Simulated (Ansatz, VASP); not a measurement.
# Two plane-wave programs on Al3Cu

```
Al Cu
1.0
     3.70724    0.00000    0.00000
     0.00000    4.27236    0.00000
     0.00000    0.00000    3.58504
Al Cu
3 1
Direct
  0.00000 0.50000 0.50000
  0.50000 0.00000 0.50000
  0.50000 0.50000 0.00000
  0.00000 0.00000 0.00000
```

Change from the starting cell: strain +e along x and -e along y -0.0733, strain +e along z and -e/2 along x and y -0.0700.

Alike in both runs: task single point; functional LDA; k mesh 10 × 10 × 10; occupations gaussian, width 0.15 eV; no spin polarisation.

```csv
,VASP,Ansatz
version,VASP 6.6.1,Ansatz 0.2.0
potentials or method,"VASP PAW LDA potentials, release 64 (Al, Cu), cutoff 520 eV","scalar-relativistic, plane waves, PAW"
valence electrons in the cell,20,28
```

```csv
,VASP,Ansatz,Ansatz less VASP
gap on the k mesh at the Fermi level (eV),none,none,-
pressure (GPa),2.9,2.9,-0.07
"traceless stress, the component that is largest in VASP (GPa)",-9.98,-9.95,+0.031
```

Ansatz warns that its potentials were made for another functional, while VASP's fit it. LDA's correlation is that of Perdew and Zunger in VASP and of Perdew and Wang (1992) in Ansatz. A gap of «none» marks a metal or a gap that the smearing closes. VASP's potentials hold 20 valence electrons a cell and Ansatz's 28, so a difference there can come from the potentials and not from the codes.
